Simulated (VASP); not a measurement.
Write the native input for VASP 6.6.1 that does the following.

```yaml
Task: relaxation of cell and atoms
Functional: PBE
Potentials_or_basis: VASP PAW PBE potentials, release 64 (Mo_sv, Te)
Cutoff: 600 eV
k_mesh: 12 × 12 × 12
Occupations: gaussian, width 0.02 eV
Spin: no spin polarisation
Dipole_correction: no
Further_INCAR_settings: ALGO = Normal; EDIFF = 1e-06; IBRION = 2; EDIFFG = -0.01; NSW = 80; ISIF = 3
```

The structure of Te2Mo lies in POSCAR:

```
Te2Mo
1.0
    1.7772538738      1.0260980025      8.2671603527
   -1.7772538738      1.0260980025      8.2671603527
    0.0000000000     -2.0521960049      8.2671603527
Mo Te
1 2
Direct
    0.9997762244      0.9997762244      0.9997762244
    0.4060857833      0.4060857833      0.4060857833
    0.2601389923      0.2601389923      0.2601389923
```

These files were run (other wordings do the same):

INCAR

```
SYSTEM = Te2Mo
  PREC = Accurate
  ENCUT = 600
  EDIFF = 1E-6
  ISMEAR = 0
  SIGMA = 0.02
  LREAL = .False.
  LASPH = .True.
  NELM = 100
  ALGO = Normal
  ISIF = 3
  LWAVE = .False.
  LCHARG = .False.
  GGA = PE
  IBRION = 2
  NSW = 80
  EDIFFG = -0.01
```

KPOINTS

```
regular mesh
0
Gamma
  12 12 12
  0 0 0
```

Potentials or basis: VASP PAW PBE potentials, release 64 (Mo_sv, Te).

The run is started by

```bash
$ cat potpaw_PBE.64/Mo_sv/POTCAR potpaw_PBE.64/Te/POTCAR > POTCAR
$ mpirun -np 1 vasp_std > vasp.out
```

Results of the run:

| Item | Value |
| --- | --- |
| Relaxed volume | 30.14 Å³/atom |
| Relaxed cell | a = 8.514 Å, b = 8.514 Å, c = 8.514 Å, α = 24.10°, β = 24.10°, γ = 24.10° |
| Space group after relaxing (to 0.1 Å) | R3m (No. 160) |
| Energy gained by relaxing | 0.0 meV/atom |
| Ionic steps | 7 |
| Pressure after relaxing | 0.0 GPa |
| Band gap on the k mesh | 1.08 eV |

Caveat: spin-orbit coupling is left out, which moves the levels of the heavy elements.

It took 42 min on 1 thread of Intel(R) Xeon(R) 6975P-C (Granite Rapids), on a shared host, peak memory 1 GiB.
